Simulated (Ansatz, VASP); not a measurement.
Two plane-wave programs on C

```xyz
4
Lattice="2.5146 0.0000 0.0000 0.0000 3.5561 0.0000 0.0000 0.0000 2.4948" Properties=species:S:1:pos:R:3 pbc="T T T"
C     0.0000   -0.0004    0.0000
C     1.2573    1.7777    1.2474
C     0.0000    0.8894    1.2474
C     1.2573    2.6675    0.0000
```

Alike in both runs: task single point; functional LDA; k mesh 10 × 6 × 10; occupations gaussian, width 0.02 eV; no spin polarisation.

```csv
,VASP,Ansatz
version,VASP 6.6.1,Ansatz 0.2.0
potentials or method,"VASP PAW LDA potentials, release 64 (C), cutoff 600 eV","scalar-relativistic, plane waves, PAW"
valence electrons in the cell,16,16
```

Ansatz gave:

```
gap on the k mesh at the Fermi level (eV)                     : 4.11
least direct gap on the mesh (eV)                             : 4.62
pressure (GPa)                                                : -5.8
traceless stress, the component that is largest in VASP (GPa) : 5.83
```

Task: What did VASP give for the same quantities?

Result: gap on the k mesh at the Fermi level (eV): 4.11; least direct gap on the mesh (eV): 4.61; pressure (GPa): -5.0; traceless stress, the component that is largest in VASP (GPa): 5.83.

LDA's correlation is that of Perdew and Zunger in VASP and of Perdew and Wang (1992) in Ansatz.
